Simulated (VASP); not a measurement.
# Ba (I4_1/amd) in VASP: notebook

Ba is run at these levels: PBE; tasks: single point.

All numbers are computed with VASP 6.6.1; they aren't measurements. Logs are shortened: lines on timing, memory, paths and dates and some standing lists are left out, and cuts for length are marked.

### Step 1. The cell of the first run

The structure is tetragonal, space group I4_1/amd (No. 141). The conventional cell has a = 7.209 Å, b = 7.209 Å, c = 3.908 Å, α = 90.00°, β = 90.00°, γ = 90.00°. Ba (site symmetry -4m2) has 10 Ba at 3.73 to 4.65 Å within 4.9 Å.

### Step 2. Single point, PBE (50.78 Å³/atom)

Input file INCAR:

```
PREC = Accurate
ENCUT = 520
EDIFF = 1E-6
ISMEAR = -1
SIGMA = 0.08
LREAL = F
LASPH = T
NELM = 80
ALGO = Normal
ISIF = 2
LWAVE = F
LCHARG = F
GGA = PE
NBANDS = 17
```

Input file KPOINTS:

```
regular mesh
0
Gamma
  10 10 10
```

Input file POSCAR:

```
Ba
1.0
   -3.6044076265      3.6044076265      1.9541888418
    3.6044076265     -3.6044076265      1.9541888418
    3.6044076265      3.6044076265     -1.9541888418
Ba
2
Direct
   -0.3750000000     -0.1250000000     -0.2500000000
    0.3750000000      0.1250000000      0.2500000000
```

Potentials or basis: VASP PAW PBE potentials, release 64 (Ba_sv).

Launch:

```console
> cat potpaw_PBE.64/Ba_sv/POTCAR > POTCAR
> mpirun -np 1 vasp_std > vasp.out
```

OUTCAR:

```text
PREC = Accurate
   ENCUT = 520
   EDIFF = 1E-6
   ISMEAR = -1
   LREAL = F
   LASPH = T
   NELM = 80
   ISIF = 2
   GGA = PE

 ion  position               nearest neighbor table
   1  0.625  0.875  0.750-   2 3.73   2 3.73   2 3.73   2 3.73   2 4.65   2 4.65   2 4.65   2 4.65

   2  0.375  0.125  0.250-   1 3.73   1 3.73   1 3.73   1 3.73   1 4.65   1 4.65   1 4.65   1 4.65

  LATTYP: Found a body centered tetragonal cell.
 ALAT       =     7.2088152530
 C/A-ratio  =     0.5421664374

  Lattice vectors:

 A1 = (  -3.6044076265,   3.6044076265,   1.9541888418)
 A2 = (   3.6044076265,  -3.6044076265,   1.9541888418)
 A3 = (   3.6044076265,   3.6044076265,  -1.9541888418)

Analysis of symmetry for initial positions (statically):
=====================================================================
 Subroutine PRICEL returns:
 Original cell was already a primitive cell.

 Routine SETGRP: Setting up the symmetry group for a
 body centered tetragonal supercell.

 Subroutine GETGRP returns: Found 16 space group operations
 (whereof  4 operations were pure point group operations)
 out of a pool of 16 trial point group operations.

The static configuration has the point symmetry C_2h.
 The point group associated with its full space group is D_4h.

Analysis of symmetry for dynamics (positions and initial velocities):
=====================================================================
 Subroutine PRICEL returns:
 Original cell was already a primitive cell.

 Routine SETGRP: Setting up the symmetry group for a
 body centered tetragonal supercell.

 Subroutine GETGRP returns: Found 16 space group operations
 (whereof  4 operations were pure point group operations)
 out of a pool of 16 trial point group operations.

The dynamic configuration has the point symmetry C_2h.
 The point group associated with its full space group is D_4h.

 Subroutine INISYM returns: Found 16 space group operations
 (whereof  4 operations are pure point group operations),
 and found     1 'primitive' translations

----------------------------------------------------------------------------------------

                                     Primitive cell

  volume of cell :     101.5534

  direct lattice vectors                    reciprocal lattice vectors
    -3.604407627  3.604407627  1.954188842     0.000000000  0.138719050  0.255860636
     3.604407627 -3.604407627  1.954188842     0.138719050  0.000000000  0.255860636
     3.604407627  3.604407627 -1.954188842     0.138719050  0.138719050  0.000000000

  length of vectors
     5.459154028  5.459154028  5.459154028     0.291045769  0.291045769  0.196178361

  position of ions in fractional coordinates (direct lattice)
     0.625000000  0.875000000  0.750000000
     0.375000000  0.125000000  0.250000000

  ion indices of the primitive-cell ions
   primitive index   ion index
                 1           1
                 2           2

----------------------------------------------------------------------------------------

 KPOINTS: regular mesh

Automatic generation of k-mesh.
 Grid dimensions read from file:
 generate k-points for:   10   10   10

 Generating k-lattice:

  Cartesian coordinates                     Fractional coordinates (reciprocal lattice)
     0.000000000  0.013871905  0.025586064     0.100000000  0.000000000  0.000000000
     0.013871905  0.000000000  0.025586064     0.000000000  0.100000000  0.000000000
     0.013871905  0.013871905  0.000000000     0.000000000  0.000000000  0.100000000

  Length of vectors
     0.029104577  0.029104577  0.019617836

  Shift w.r.t. Gamma in fractional coordinates (k-lattice)
     0.000000000  0.000000000  0.000000000

 Subroutine IBZKPT returns following result:
 ===========================================

 Found    102 irreducible k-points:

 Following reciprocal coordinates:
            Coordinates               Weight
  0.000000  0.000000  0.000000      1.000000
  0.100000 -0.000000  0.000000      8.000000
  0.200000 -0.000000  0.000000      8.000000
  0.300000 -0.000000  0.000000      8.000000
  0.400000  0.000000  0.000000      8.000000
  0.500000 -0.000000  0.000000      4.000000
[... 16 lines left out ...]
  0.300000  0.300000  0.000000      8.000000
  0.400000  0.300000 -0.000000     16.000000
 [... further k-points ...]
   k-points           NKPTS =    102   k-points in BZ     NKDIM =    102   number of bands    NBANDS=     17
   number of dos      NEDOS =    301   number of ions     NIONS =      2
   total plane-waves  NPLWV =  74088
   dimension x,y,z NGX =    42 NGY =   42 NGZ =   42
   dimension x,y,z NGXF=    84 NGYF=   84 NGZF=   84
   ions per type =               2
   NGX,Y,Z   is equivalent  to a cutoff of  12.79, 12.79, 12.79 a.u.
   NGXF,Y,Z  is equivalent  to a cutoff of  25.58, 25.58, 25.58 a.u.
 SYSTEM =  unknown system
   PREC   = accura    normal or accurate (medium, high low for compatibility)
   ISTART =      0    job   : 0-new  1-cont  2-samecut
   ICHARG =      2    charge: 1-file 2-atom 10-const
   ISPIN  =      1    spin polarized calculation?
   LNONCOLLINEAR =      F non collinear calculations
   LSORBIT =      F    spin-orbit coupling
   LASPH  =      T    aspherical Exc in radial PAW
   ENCUT  =  520.0 eV  38.22 Ry    6.18 a.u.  10.15 10.15 10.15*2*pi/ulx,y,z
   NELM   =     80;   NELMIN=  2; NELMDL= -5     # of ELM steps
   EDIFF  = 0.1E-05   stopping-criterion for ELM
   LREAL  =      F    real-space projection
   EDIFFG = 0.1E-04   stopping-criterion for IOM
   NSW    =      0    number of steps for IOM
   IBRION =     -1    ionic relax: 0-MD 1-quasi-New 2-CG
   NFREE  =      0    steps in history (QN), initial steepest desc. (CG)
   ISIF   =      2    stress and relaxation
   ISYM   =      2    0-nonsym 1-usesym 2-fastsym
   POTIM  = 0.5000    time-step for ionic-motion
   TEBEG  =    0.0;   TEEND  =   0.0 temperature during run
   PSTRESS=    0.0 pullay stress
   NELECT =      20.0000    total number of electrons
   NUPDOWN=      -1.0000    fix difference up-down
   EMIN   =  10.00;   EMAX   =-10.00  energy-range for DOS
   EFERMI =   0.00;   METHOD = LEGACY
   ISMEAR =    -1;   SIGMA  =   0.08  broadening in eV -4-tet -1-fermi 0-gaus
   EFERMI_NEDOS =   21; number of points for ismear=-14 and -15
   IALGO  =     38    algorithm
   IMIX   =      4    mixing-type and parameters
     AMIX     =   0.40;   BMIX     =  1.00
     AMIX_MAG =   1.60;   BMIX_MAG =  1.00
  volume/ion in A,a.u.               =      50.78       342.66
  Fermi-wavevector in a.u.,A,eV,Ry     =   0.952475  1.799916 12.343312  0.907208
  Thomas-Fermi vector in A             =   2.081041
   LORBIT       =      0    0 simple, 1 ext, 2 COOP (PROOUT), +10 PAW based schemes
   GGA     = PE    functional components
   LHFCALC =     F    Hartree Fock is set to
   AEXX    =    0.0000 exact exchange contribution
   IVDW    =     0    specifies the selected vdW correction
   LEPSILON=     F    determine dielectric tensor
   LRPA    =     F    only Hartree local field effects (RPA)
 non-spin polarized calculation
  energy-cutoff  :      520.00
  volume of cell :      101.55
 maximum number of plane-waves:      2752
 NGX is ok and might be reduce to    42
   NGX = 21   NGY = 21   NGZ = 21

 number of electron      19.9999998 magnetization

 Free energy of the ion-electron system (eV)
  ---------------------------------------------------
  ext. energy  EPLUGINS =         0.00000000
  ---------------------------------------------------
  free energy    TOTEN  =        -3.36832331 eV

  energy without entropy =       -3.33097991  energy(sigma->0) =       -3.34965161

 E-fermi :   2.3778     XC(G=0):  -8.1229

 val. band max:        2.3690152084   @ k =  -0.2000   0.4000   0.2000
 cond. band min:       2.3784452311   @ k =  -0.4000  -0.4000   0.3000
 fundamental gap:      0.0094300227
 Fermi energy:         2.3777896733

 k-point     1 :       0.0000    0.0000    0.0000
  band No.  band energies     occupation
      1     -26.4328      2.00000
      2     -26.1993      2.00000
      3     -12.0067      2.00000
      4     -12.0067      2.00000
      5     -11.1477      2.00000
      6     -11.1361      2.00000
[... 9 lines left out ...]
     16       5.8981      0.00000
     17       5.8981      0.00000

 k-point     2 :       0.1000   -0.0000    0.0000
  band No.  band energies     occupation
      1     -26.4215      2.00000
      2     -26.1979      2.00000
      3     -11.9993      2.00000
      4     -11.9734      2.00000
      5     -11.2357      2.00000
      6     -11.2213      2.00000
[... 9 lines left out ...]
     16       6.4823      0.00000
     17       6.5620      0.00000

 k-point     3 :       0.2000   -0.0000    0.0000
  band No.  band energies     occupation
      1     -26.3911      2.00000
      2     -26.1949      2.00000
      3     -11.9794      2.00000
      4     -11.8912      2.00000
      5     -11.4597      2.00000
      6     -11.4083      2.00000
[... 9 lines left out ...]
     16       5.6541      0.00000
     17       6.0772      0.00000

 k-point     4 :       0.3000   -0.0000    0.0000
  band No.  band energies     occupation
      1     -26.3509      2.00000
      2     -26.1935      2.00000
      3     -11.9538      2.00000
      4     -11.8532      2.00000
      5     -11.7010      2.00000
      6     -11.5647      2.00000
[... 9 lines left out ...]
     16       5.4716      0.00000
     17       5.7068      0.00000

 k-point     5 :       0.4000    0.0000    0.0000
  band No.  band energies     occupation
      1     -26.3146      2.00000
      2     -26.1958      2.00000
      3     -11.9812      2.00000
      4     -11.9324      2.00000
      5     -11.8571      2.00000
      6     -11.5271      2.00000
[... 9 lines left out ...]
     16       6.1682      0.00000
     17       6.2962      0.00000

 k-point     6 :       0.5000   -0.0000    0.0000
  band No.  band energies     occupation
      1     -26.2990      2.00000
      2     -26.1983      2.00000
      3     -12.0489      2.00000
      4     -11.9240      2.00000
      5     -11.9163      2.00000
      6     -11.4658      2.00000
[... 9 lines left out ...]
     16       5.7122      0.00000
     17       6.6350      0.00000

 k-point     7 :       0.1000    0.1000    0.0000
  band No.  band energies     occupation
      1     -26.3961      2.00000
      2     -26.1899      2.00000
      3     -11.9499      2.00000
      4     -11.9482      2.00000
      5     -11.4425      2.00000
      6     -11.4156      2.00000
[... 9 lines left out ...]
     16       5.9571      0.00000
     17       5.9986      0.00000

 k-point     8 :       0.2000    0.1000    0.0000
  band No.  band energies     occupation
      1     -26.3590      2.00000
      2     -26.1854      2.00000
      3     -11.9331      2.00000
      4     -11.8882      2.00000
      5     -11.6744      2.00000
      6     -11.6220      2.00000
[... 9 lines left out ...]
     16       5.5304      0.00000
     17       5.6991      0.00000
[... 203 lines left out ...]
      1     -26.3154      2.00000
      2     -26.2290      2.00000
      3     -11.9578      2.00000
      4     -11.7820      2.00000
      5     -11.7388      2.00000
      6     -11.4449      2.00000
[... 9 lines left out ...]
     16       5.4266      0.00000
     17       6.0031      0.00000

 k-point    20 :      -0.4000    0.2000    0.0000
  band No.  band energies     occupation
      1     -26.3540      2.00000
      2     -26.2321      2.00000
      3     -11.9462      2.00000
      4     -11.7213      2.00000
      5     -11.5793      2.00000
      6     -11.3720      2.00000
[... 9 lines left out ...]
     16       5.5108      0.00000
     17       5.8389      0.00000

 k-point    21 :      -0.3000    0.2000    0.0000
  band No.  band energies     occupation
      1     -26.3899      2.00000
      2     -26.2297      2.00000
      3     -11.9494      2.00000
      4     -11.8309      2.00000
      5     -11.3866      2.00000
      6     -11.2497      2.00000
[... 9 lines left out ...]
     16       5.7790      0.00000
     17       6.0648      0.00000

 k-point    22 :      -0.2000    0.2000    0.0000
  band No.  band energies     occupation
      1     -26.4106      2.00000
      2     -26.2217      2.00000
      3     -11.9422      2.00000
      4     -11.9362      2.00000
      5     -11.2636      2.00000
      6     -11.1989      2.00000
[... 9 lines left out ...]
     16       6.2229      0.00000
     17       6.2537      0.00000

 k-point    23 :       0.3000    0.3000    0.0000
  band No.  band energies     occupation
      1     -26.2881      2.00000
      2     -26.2223      2.00000
      3     -12.0545      2.00000
      4     -11.8726      2.00000
      5     -11.7646      2.00000
      6     -11.6319      2.00000
[... 9 lines left out ...]
     16       5.7169      0.00000
     17       6.2722      0.00000

 k-point    24 :       0.4000    0.3000   -0.0000
  band No.  band energies     occupation
      1     -26.2951      2.00000
      2     -26.2493      2.00000
      3     -11.9506      2.00000
      4     -11.7787      2.00000
      5     -11.7155      2.00000
      6     -11.5175      2.00000
[... 9 lines left out ...]
     16       5.4977      0.00000
     17       5.7435      0.00000

 [... further k-points ...]

------------------------ aborting loop because EDIFF is reached ----------------------------------------

  FORCE on cell =-STRESS in cart. coord.  units (eV):
  Direction    XX          YY          ZZ          XY          YZ          ZX
  --------------------------------------------------------------------------------------
  -------------------------------------------------------------------------------------
  Total        1.2582604      1.2582604      1.2918076      0.0000000     -0.0000000      0.0000000
  in kB       19.8512008     19.8512008     20.3804660      0.0000000     -0.0000000      0.0000000
  external PRESSURE =      20.0276225 kB  Pullay stress =       0.0000000 kB

 VOLUME and BASIS-vectors are now :
 -----------------------------------------------------------------------------
  energy-cutoff  :      520.00
  volume of cell :      101.55
      direct lattice vectors                 reciprocal lattice vectors
    -3.604407627  3.604407627  1.954188842     0.000000000  0.138719050  0.255860636
     3.604407627 -3.604407627  1.954188842     0.138719050  0.000000000  0.255860636
     3.604407627  3.604407627 -1.954188842     0.138719050  0.138719050  0.000000000

 POSITION                                       TOTAL-FORCE (eV/Angst)
 -----------------------------------------------------------------------------------
      3.60441      1.80220      1.46564         0.000000      0.000000     -0.000000
      0.00000      1.80220      0.48855        -0.000000     -0.000000      0.000000
 -----------------------------------------------------------------------------------
    total drift:                               -0.000000     -0.000000      0.000000

  FREE ENERGIE OF THE ION-ELECTRON SYSTEM (eV)
  ---------------------------------------------------
  free  energy   TOTEN  =        -3.3683233143 eV

  energy  without entropy=       -3.3309799052  energy(sigma->0) =       -3.34965161
```

Wall time 1.9 min (1 thread of Intel Xeon Platinum 8375C at 2.90GHz (Ice Lake), shared host); peak memory 0.35 GiB.

What came out:

- Free energy: -3.3683 eV
- Pressure: 2.0 GPa
- Band gap on the k mesh: zero (bands 10 and 11 overlap by 0.47 eV)

Caveat: spin-orbit coupling is left out, which moves the levels of the heavy elements.

[end of part 1 of 2]

The gap in the log of VASP goes by the Fermi energy; the results here count the filled bands.